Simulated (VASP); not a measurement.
A run of VASP 6.6.1 is set up as follows.

File INCAR:

```
SYSTEM = Mn
ALGO = Normal
EDIFF = 1E-6
ENCUT = 500
GGA = PE
GGA_COMPAT = .FALSE.
ISIF = 2
ISMEAR = 1
LASPH = .TRUE.
LCHARG = .FALSE.
LREAL = .FALSE.
LWAVE = .FALSE.
NBANDS = 12
NELM = 120
PREC = Accurate
SIGMA = 0.27211386245988
```

The input KPOINTS:

```
k-points
0
G
  2 2 2
  0 0 0
```

Contents of POSCAR:

```
Mn
1.0
   -1.2748117027      1.2748117027      1.2748117027
    1.2748117027     -1.2748117027      1.2748117027
    1.2748117027      1.2748117027     -1.2748117027
Mn
1
Direct
    0.0000000000      0.0000000000      0.0000000000
```

Potentials or basis: VASP PAW PBE potentials, release 64 (Mn_pv).

Run with:

```bash
$ cat potpaw_PBE.64/Mn_pv/POTCAR > POTCAR
$ mpirun -np 1 vasp_std > vasp.out
```

Task: What does it give for the pressure?

Result: 160.3 GPa.

Caveat: the k points lie up to 1.74 Å⁻¹ apart; the run has no spin polarisation, though such a crystal can be magnetic. Spin polarisation is off, so any magnetic state and its effect on volume and gap are missing.
